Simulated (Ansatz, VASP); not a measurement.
# SnSe2 in VASP and in Ansatz

File INCAR:

```
SYSTEM = SnSe2
  PREC = Accurate
  ENCUT = 520
  EDIFF = 1E-6
  ISMEAR = 0
  SIGMA = 0.01
  LREAL = .FALSE.
  LASPH = .TRUE.
  NELM = 100
  ALGO = Normal
  ISIF = 2
  LWAVE = .FALSE.
  LCHARG = .FALSE.
  GGA = PE
  NBANDS = 20
```

KPOINTS

```
regular mesh
0
G
  6 6 4
  0 0 0
```

The input POSCAR:

```
SnSe2
1.0
    3.8110000000      0.0000000000      0.0000000000
   -1.9055000000      3.3004228138      0.0000000000
    0.0000000000      0.0000000000      6.1360000000
Sn Se
1 2
Direct
    0.0000000000      0.0000000000      0.0000000000
    0.3333330000      0.6666670000      0.2490000000
    0.6666670000      0.3333330000      0.7510000000
```

Input for Ansatz:

```yaml
crystal:
  lattice:
    - [3.811, 0.0, 0.0]
    - [-1.905499999999999, 3.300422813822496, 0.0]
    - [0.0, 0.0, 6.136]
  atoms:
    - { symbol: Sn, position: [0.0, 0.0, 0.0] }
    - { symbol: Se, position: [0.333333, 0.666667, 0.24900000000000003] }
    - { symbol: Se, position: [0.666667, 0.333333, 0.751] }
basis:
  ecutwfc: 421.77648681281397
kpoints:
  mp_grid:
    grid: [6, 6, 4]
hamiltonian:
  xc: pbe
  pseudopotentials:
    kind: paw
scf:
  occupations:
    method: fixed
output:
  optics:
    de: 0.05
    sigma: 0.2
    nscf_kmesh:
      grid: [12, 12, 4]
```

Alike in both runs: task single point; functional PBE; k mesh 6 × 6 × 4; no spin polarisation.

```csv
,VASP,Ansatz
version,VASP 6.6.1,Ansatz 0.2.0
potentials or method,"VASP PAW PBE potentials, release 64 (Sn_d, Se), cutoff 520 eV","plane waves, PAW"
occupations,"gaussian, width 0.01 eV",fixed
valence electrons in the cell,26,46
```

```csv
,VASP,Ansatz,Ansatz less VASP
gap on the k mesh at the Fermi level (eV),0.82,0.82,+0.008
```

VASP's potentials hold 26 valence electrons a cell and Ansatz's 46, so a difference there can come from the potentials and not from the codes. Ansatz's warnings: structure snapped to symmetry.
